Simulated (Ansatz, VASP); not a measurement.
## One calculation of MgS, two programs

File INCAR:

```
SYSTEM = MgS
  PREC = Accurate
  ENCUT = 600
  EDIFF = 1E-6
  ISMEAR = 1
  SIGMA = 0.13605693122994
  LREAL = .FALSE.
  LASPH = .TRUE.
  NELM = 120
  ALGO = Normal
  ISIF = 2
  LWAVE = .FALSE.
  LCHARG = .FALSE.
  GGA = PE
  NBANDS = 11
  GGA_COMPAT = .FALSE.
```

Contents of KPOINTS:

```
regular mesh
0
G
  6 6 6
  0 0 0
```

POSCAR

```
MgS
1.0
    0.0000000000      2.6043975556      2.6043975556
    2.6043975556      0.0000000000      2.6043975556
    2.6043975556      2.6043975556      0.0000000000
Mg S
1 1
Direct
    0.0000000000      0.0000000000      0.0000000000
    0.5000000000      0.5000000000      0.5000000000
```

Input for Ansatz:

```yaml
crystal:
  lattice:
    - [0.0, 2.6043975556, 2.6043975556]
    - [2.6043975556, 0.0, 2.6043975556]
    - [2.6043975556, 2.6043975556, 0.0]
  atoms:
    - { symbol: Mg, position: [0.0, 0.0, 0.0] }
    - { symbol: S, position: [0.5, 0.5, 0.5] }
basis:
  ecutwfc: 420
kpoints:
  mp_grid: { grid: [6, 6, 6] }
hamiltonian:
  xc: pbe
scf:
  occupations: { method: cold, width: "0.01 Ry" }
output:
  forces: true
  stress: true
  eigenvalues: false
```

Alike in both runs: task single point; functional PBE; k mesh 6 × 6 × 6; no spin polarisation.

|  | VASP | Ansatz |
| --- | --- | --- |
| version | VASP 6.6.1 | Ansatz 0.2.0 |
| potentials or method | VASP PAW PBE potentials, release 64 (Mg, S), cutoff 600 eV | scalar-relativistic, plane waves, PAW |
| occupations | methfessel-paxton of order 1, width 0.136057 eV | cold |
| valence electrons in the cell | 8 | 16 |

Ansatz gave:

| Item | Value |
| --- | --- |
| pressure (GPa) | 0.9 |

**Question.** Which values does VASP return?

**Answer.** Pressure (GPa): 0.7.

VASP's potentials hold 8 valence electrons a cell and Ansatz's 16, so a difference there can come from the potentials and not from the codes.
